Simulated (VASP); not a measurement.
A run of VASP 6.6.1:

INCAR

```
SYSTEM = Zn
ALGO = Normal
EDIFF = 1E-7
EDIFFG = -0.01
ENCUT = 500
GGA = PE
GGA_COMPAT = .FALSE.
IBRION = 2
ISIF = 3
ISMEAR = -1
LASPH = .TRUE.
LCHARG = .FALSE.
LREAL = .FALSE.
LWAVE = .FALSE.
NELM = 120
NELMIN = 4
NSW = 50
PREC = Accurate
SIGMA = 0.05
```

The input KPOINTS:

```
k-points
0
G
  10 10 10
  0 0 0
```

File POSCAR:

```
Zn
1.0
    0.0000000000      1.9700000000      1.9700000000
    1.9700000000      0.0000000000      1.9700000000
    1.9700000000      1.9700000000      0.0000000000
Zn
1
Direct
    0.0000000000      0.0000000000      0.0000000000
```

Potentials or basis: VASP PAW PBE potentials, release 64 (Zn).

Command:

```console
$ cat potpaw_PBE.64/Zn/POTCAR > POTCAR
$ mpirun -np 1 vasp_std > vasp.out
```

Hardware: 1 thread of Intel(R) Xeon(R) 6975P-C (Granite Rapids), on a shared host.

Q: How long does it take, and how much memory?

A: It took 7 s on 1 thread of Intel(R) Xeon(R) 6975P-C (Granite Rapids) (shared host), peak memory 0.12 GiB. Counts: scf iterations 19, k points 47, ion steps 2.
